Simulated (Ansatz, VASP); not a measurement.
# CsH in VASP and in Ansatz

```xyz
4
Lattice="3.0605 3.0605 0.0000 -3.0605 3.0605 0.0000 0.0000 0.0000 6.1210" Properties=species:S:1:pos:R:3 pbc="T T T"
Cs    0.0000    0.0000    0.0000
Cs    0.0000    3.0605    3.0605
H     0.0000    3.0605    0.0000
H     0.0000    0.0000    3.0605
```

Change from the starting cell: equal strain along all axes, cell held, atoms relaxed: -4.0 %.

Alike in both runs: task single point; functional r2SCAN; k mesh 6 × 6 × 4; occupations gaussian, width 0.02 eV; no spin polarisation.

|  | VASP | Ansatz |
| --- | --- | --- |
| version | VASP 6.6.1 | Ansatz 0.2.0 |
| potentials or method | VASP PAW PBE potentials, release 64 (Cs_sv, H), cutoff 520 eV | scalar-relativistic, plane waves, PAW |
| valence electrons in the cell | 20 | 20 |

Ansatz gave:

| Property | Result |
| --- | --- |
| gap on the k mesh at the Fermi level (eV) | 2.52 |
| least direct gap on the mesh (eV) | 2.52 |
| pressure (GPa) | 1.5 |

Problem. Estimate VASP's values.

Solution. gap on the k mesh at the Fermi level (eV): 2.50; least direct gap on the mesh (eV): 2.50; pressure (GPa): 1.6.

VASP's potentials were made for PBE, not for r2SCAN.

Spin-orbit coupling is off throughout.
